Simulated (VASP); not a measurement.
# HfN (Fm-3m) in VASP: further runs, part 2 of 2

VASP 6.6.1.

## (3) Relaxation of cell and atoms, PBE

This run uses another cell than the first one, of 11.53 Å³/atom, 0.980 times its volume.

Input file INCAR:

```
  PREC = Accurate
  ENCUT = 600
  EDIFF = 1E-6
  ISMEAR = 0
  SIGMA = 0.1
  LREAL = F
  LASPH = T
  NELM = 80
  ALGO = Normal
  ISIF = 3
  LWAVE = F
  LCHARG = F
  GGA = PE
  IBRION = 2
  NSW = 100
  EDIFFG = -0.005
```

Input file KPOINTS:

```
Automatic mesh
0
Gamma
  16 16 16
```

Input file POSCAR:

```
HfN
1.0
    0.0000000000      2.2590026142      2.2590026142
    2.2590026142      0.0000000000      2.2590026142
    2.2590026142      2.2590026142      0.0000000000
Hf N
1 1
Direct
    0.5000000000      0.5000000000      0.5000000000
    0.0000000000      0.0000000000      0.0000000000
```

Potentials or basis: VASP PAW PBE potentials, release 64 (Hf_pv, N).

On the command line:

```sh
> cat potpaw_PBE.64/Hf_pv/POTCAR potpaw_PBE.64/N/POTCAR > POTCAR
> mpirun -np 1 vasp_std > vasp.out
```

OUTCAR:

```text
PREC = Accurate
   ENCUT = 600
   EDIFF = 1E-6
   ISMEAR = 0
   LREAL = F
   LASPH = T
   NELM = 80
   ISIF = 3
   GGA = PE
   IBRION = 2
   NSW = 100
   EDIFFG = -0.005

 ion  position               nearest neighbor table
   1  0.500  0.500  0.500-   2 2.26   2 2.26   2 2.26   2 2.26   2 2.26   2 2.26
   2  0.000  0.000  0.000-   1 2.26   1 2.26   1 2.26   1 2.26   1 2.26   1 2.26

  LATTYP: Found a face centered cubic cell.
 ALAT       =     4.5180052284

  Lattice vectors:

 A1 = (   0.0000000000,   2.2590026142,   2.2590026142)
 A2 = (   2.2590026142,   0.0000000000,   2.2590026142)
 A3 = (   2.2590026142,   2.2590026142,   0.0000000000)

Analysis of symmetry for initial positions (statically):
=====================================================================
 Subroutine PRICEL returns:
 Original cell was already a primitive cell.

 Routine SETGRP: Setting up the symmetry group for a
 face centered cubic supercell.

 Subroutine GETGRP returns: Found 48 space group operations
 (whereof 48 operations were pure point group operations)
 out of a pool of 48 trial point group operations.

The static configuration has the point symmetry O_h .

Analysis of symmetry for dynamics (positions and initial velocities):
=====================================================================
 Subroutine PRICEL returns:
 Original cell was already a primitive cell.

 Routine SETGRP: Setting up the symmetry group for a
 face centered cubic supercell.

 Subroutine GETGRP returns: Found 48 space group operations
 (whereof 48 operations were pure point group operations)
 out of a pool of 48 trial point group operations.

The dynamic configuration has the point symmetry O_h .

 Subroutine INISYM returns: Found 48 space group operations
 (whereof 48 operations are pure point group operations),
 and found     1 'primitive' translations

----------------------------------------------------------------------------------------

                                     Primitive cell

  volume of cell :      23.0558

  direct lattice vectors                    reciprocal lattice vectors
     0.000000000  2.259002614  2.259002614    -0.221336619  0.221336619  0.221336619
     2.259002614  0.000000000  2.259002614     0.221336619 -0.221336619  0.221336619
     2.259002614  2.259002614  0.000000000     0.221336619  0.221336619 -0.221336619

  length of vectors
     3.194712134  3.194712134  3.194712134     0.383366269  0.383366269  0.383366269

  position of ions in fractional coordinates (direct lattice)
     0.500000000  0.500000000  0.500000000
     0.000000000  0.000000000  0.000000000

  ion indices of the primitive-cell ions
   primitive index   ion index
                 1           1
                 2           2

----------------------------------------------------------------------------------------

 KPOINTS: Automatic mesh

Automatic generation of k-mesh.
 Grid dimensions read from file:
 generate k-points for:   16   16   16

 Generating k-lattice:

[... 50 lines left out ...]
   NGXF,Y,Z  is equivalent  to a cutoff of  29.14, 29.14, 29.14 a.u.
 SYSTEM =  unknown system
   PREC   = accura    normal or accurate (medium, high low for compatibility)
   ISTART =      0    job   : 0-new  1-cont  2-samecut
   ICHARG =      2    charge: 1-file 2-atom 10-const
   ISPIN  =      1    spin polarized calculation?
   LNONCOLLINEAR =      F non collinear calculations
   LSORBIT =      F    spin-orbit coupling
   LASPH  =      T    aspherical Exc in radial PAW
   ENCUT  =  600.0 eV  44.10 Ry    6.64 a.u.   6.38  6.38  6.38*2*pi/ulx,y,z
   NELM   =     80;   NELMIN=  2; NELMDL= -5     # of ELM steps
   EDIFF  = 0.1E-05   stopping-criterion for ELM
   LREAL  =      F    real-space projection
   EDIFFG = -.5E-02   stopping-criterion for IOM
   NSW    =    100    number of steps for IOM
   IBRION =      2    ionic relax: 0-MD 1-quasi-New 2-CG
   NFREE  =      1    steps in history (QN), initial steepest desc. (CG)
   ISIF   =      3    stress and relaxation
   ISYM   =      2    0-nonsym 1-usesym 2-fastsym
   POTIM  = 0.5000    time-step for ionic-motion
   TEBEG  =    0.0;   TEEND  =   0.0 temperature during run
   PSTRESS=    0.0 pullay stress
   NELECT =      15.0000    total number of electrons
   NUPDOWN=      -1.0000    fix difference up-down
   EMIN   =  10.00;   EMAX   =-10.00  energy-range for DOS
   EFERMI =   0.00;   METHOD = LEGACY
   ISMEAR =     0;   SIGMA  =   0.10  broadening in eV -4-tet -1-fermi 0-gaus
   EFERMI_NEDOS =   21; number of points for ismear=-14 and -15
   IALGO  =     38    algorithm
   IMIX   =      4    mixing-type and parameters
     AMIX     =   0.40;   BMIX     =  1.00
     AMIX_MAG =   1.60;   BMIX_MAG =  1.00
  volume/ion in A,a.u.               =      11.53        77.79
  Fermi-wavevector in a.u.,A,eV,Ry     =   1.418552  2.680674 27.378855  2.012289
  Thomas-Fermi vector in A             =   2.539665
   LORBIT       =      0    0 simple, 1 ext, 2 COOP (PROOUT), +10 PAW based schemes
   GGA     = PE    functional components
   LHFCALC =     F    Hartree Fock is set to
   AEXX    =    0.0000 exact exchange contribution
   IVDW    =     0    specifies the selected vdW correction
   LEPSILON=     F    determine dielectric tensor
   LRPA    =     F    only Hartree local field effects (RPA)
 conjugate gradient relaxation of ions
 non-spin polarized calculation
 Gauss-broadening in eV      SIGMA  =   0.10
  energy-cutoff  :      600.00
  volume of cell :       23.06
 maximum number of plane-waves:       785
 NGX is ok and might be reduce to    28

--------------------------------------- Ionic step        1  -------------------------------------------

 number of electron      15.0000002 magnetization

 Free energy of the ion-electron system (eV)
  ---------------------------------------------------
  ext. energy  EPLUGINS =         0.00000000
  ---------------------------------------------------
  free energy    TOTEN  =       -21.75956026 eV

  energy without entropy =      -21.75662859  energy(sigma->0) =      -21.75809442

------------------------ aborting loop because EDIFF is reached ----------------------------------------

  FORCE on cell =-STRESS in cart. coord.  units (eV):
  Direction    XX          YY          ZZ          XY          YZ          ZX
  --------------------------------------------------------------------------------------
  -------------------------------------------------------------------------------------
  Total        0.4186535      0.4186535      0.4186535     -0.0000000      0.0000000     -0.0000000
  in kB       29.0927725     29.0927725     29.0927725     -0.0000000      0.0000000     -0.0000000
  external PRESSURE =      29.0927725 kB  Pullay stress =       0.0000000 kB
[... 59 lines left out ...]
--------------------------------------- Ionic step        3  -------------------------------------------

 number of electron      15.0000001 magnetization

 Free energy of the ion-electron system (eV)
  ---------------------------------------------------
  ext. energy  EPLUGINS =         0.00000000
  ---------------------------------------------------
  free energy    TOTEN  =       -21.76174620 eV

  energy without entropy =      -21.75879891  energy(sigma->0) =      -21.76027255

 E-fermi :   8.2919     XC(G=0): -12.6771

 val. band max:        8.2914981147   @ k =  -0.1250   0.0625   0.0000
 cond. band min:       8.2956996908   @ k =   0.3750   0.1250   0.0000
 fundamental gap:      0.0042015761
 Fermi energy:         8.2919069481

 k-point     1 :       0.0000    0.0000    0.0000
  band No.  band energies     occupation
      1     -22.9038      2.00000
      2     -22.9038      2.00000
      3     -22.9038      2.00000
      4      -9.1569      2.00000
      5       5.2759      2.00000
      6       5.2759      2.00000
      7       5.2759      2.00000
      8       7.9501      2.00000
      9       7.9501      2.00000
     10       7.9501      2.00000
     11       9.9873      0.00000
[... 309 lines left out ...]
 k-point    24 :      -0.0625    0.0625    0.0000
  band No.  band energies     occupation
      1     -22.9957      2.00000
      2     -22.9270      2.00000
      3     -22.9057      2.00000
      4      -8.9271      2.00000
      5       4.2644      2.00000
      6       4.6240      2.00000
      7       4.9315      2.00000
      8       8.1102      1.98984
      9       8.1222      1.98359
     10       8.5531      0.00022
     11      10.2862      0.00000

 [... further k-points ...]

------------------------ aborting loop because EDIFF is reached ----------------------------------------

  FORCE on cell =-STRESS in cart. coord.  units (eV):
  Direction    XX          YY          ZZ          XY          YZ          ZX
  --------------------------------------------------------------------------------------
  -------------------------------------------------------------------------------------
  Total       -0.0027443     -0.0027443     -0.0027443     -0.0000000     -0.0000000     -0.0000000
  in kB       -0.1887028     -0.1887028     -0.1887028     -0.0000000     -0.0000000     -0.0000000
  external PRESSURE =      -0.1887028 kB  Pullay stress =       0.0000000 kB
[... 17 lines left out ...]
  FREE ENERGIE OF THE ION-ELECTRON SYSTEM (eV)
  ---------------------------------------------------
  free  energy   TOTEN  =       -21.7617462006 eV

  energy  without entropy=      -21.7587989089  energy(sigma->0) =      -21.76027255

 reached required accuracy - stopping structural energy minimisation
```

Run time: 50 s. Hardware: 1 thread of Intel Xeon 6975P-C (Granite Rapids), shared host; peak memory 0.2 GiB.

Results:

```yaml
Free_energy: -21.7617 eV
Relaxed_volume: 11.65 Å³/atom
Relaxed_cell: a = 3.206 Å, b = 3.206 Å, c = 3.206 Å, α = 60.00°, β = 60.00°, γ = 60.00°
Space_group_after_relaxing_to_0.05_Å: Fm-3m (No. 225)
Energy_gained_by_relaxing: 1.1 meV/atom
Ionic_steps: 3
Pressure_after_relaxing: 0.0 GPa
```

Step by step:
```csv
step,energy change (eV),largest force (eV/Å),pressure (GPa),volume (Å³)
1,0.0000,0.0000,2.91,23.06
2,0.0053,0.0000,-5.08,23.76
3,-0.0022,0.0000,-0.02,23.30
```

Final structure:
```xyz
2
Lattice="0.0000 2.2670 2.2670 2.2670 0.0000 2.2670 2.2670 2.2670 0.0000" Properties=species:S:1:pos:R:3 pbc="T T T"
Hf    2.2670    2.2670    2.2670
N     0.0000    0.0000    0.0000
```

Caveat: spin-orbit coupling is left out, which moves the levels of the heavy elements.

## (4) Single point, PBE

This run uses another cell than the first one, of the same volume but with other edges.

Input file INCAR:

```
PREC     = Accurate       # precision mode
ENCUT    = 520            # plane-wave cutoff, eV
EDIFF    = 1E-6           # SCF threshold, eV
ISMEAR   = 0              # smearing method
SIGMA    = 0.1            # smearing width, eV
LREAL    = F              # projectors in reciprocal space
LASPH    = T              # aspherical terms in the spheres
NELM     = 100            # most SCF steps
ALGO     = Normal         # electronic algorithm
ISIF     = 2              # what is computed and relaxed
LWAVE    = F              # write WAVECAR
LCHARG   = T              # write CHGCAR
GGA      = PE             # functional
LELF     = T              # ELF
LVHAR    = T            
NBANDS   = 14             # bands
ISYM     = 0
```

Input file KPOINTS:

```
Automatic mesh
0
Gamma
  11 5 36
```

Input file POSCAR:

```
HfN
1.0
    3.2157753977      0.0000000000      0.0000000000
    0.0000000000      7.8770088516      0.0000000000
    1.6078876988     -2.6256696172      0.9283143957
Hf N
1 1
Direct
    0.0000000000      0.5000000000      0.0000000000
    0.0000000000      0.0000000000      0.0000000000
```

On the command line:

```sh
> cat potpaw_PBE.64/Hf_pv/POTCAR potpaw_PBE.64/N/POTCAR > POTCAR
> mpirun -np 1 vasp_std > vasp.out
```

Run time: 3.5 min. Hardware: 1 thread of Intel Xeon 6975P-C (Granite Rapids), shared host; peak memory 0.47 GiB.

It converged, with:

```yaml
Free_energy: -21.7554 eV
Pressure: -2.3 GPa
```

Levels at points of the mesh, in eV from the Fermi level:
| k point | band 5 | band 6 | band 7 | band 8 | band 9 | band 10 |
| --- | --- | --- | --- | --- | --- | --- |
| (0.00, 0.00, 0.00) | -3.02 | -3.02 | -3.01 | -0.35 | -0.35 | -0.35 |
| (0.00, 0.00, 0.50) | -5.42 | -3.73 | -3.69 | -3.69 | 3.98 | 5.35 |

Caveat: the k points lie up to 0.48 Å⁻¹ apart; spin-orbit coupling is left out, which moves the levels of the heavy elements.

## (5) The runs side by side

| task | cell | k mesh | cutoff (eV) | gap on the mesh (eV) | pressure (GPa) |
| --- | --- | --- | --- | --- | --- |
| single point | a = 3.216 Å, angles 60.0°, 2 atoms | 16 × 16 × 16 | 520 | none | -2.3 |
| relaxation of cell and atoms | relaxed from a = 3.195 Å, angles 60.0°, 2 atoms | 16 × 16 × 16 | 600 | none | 0.0 |
| single point | a = 3.216, b = 7.877 Å, angles 144.7, 60.0, 90.0°, 2 atoms | 11 × 5 × 36 | 520 | none | -2.3 |

Alike in all rows: level PBE; potentials or basis VASP PAW PBE potentials, release 64 (Hf_pv, N); no spin polarisation; smearing gaussian 0.1 eV.

Caveats: some runs use coarse meshes; spin-orbit coupling is left out, which moves the levels of the heavy elements.

Total energies depend on the potentials used, so only differences within one code and one set of settings carry meaning.
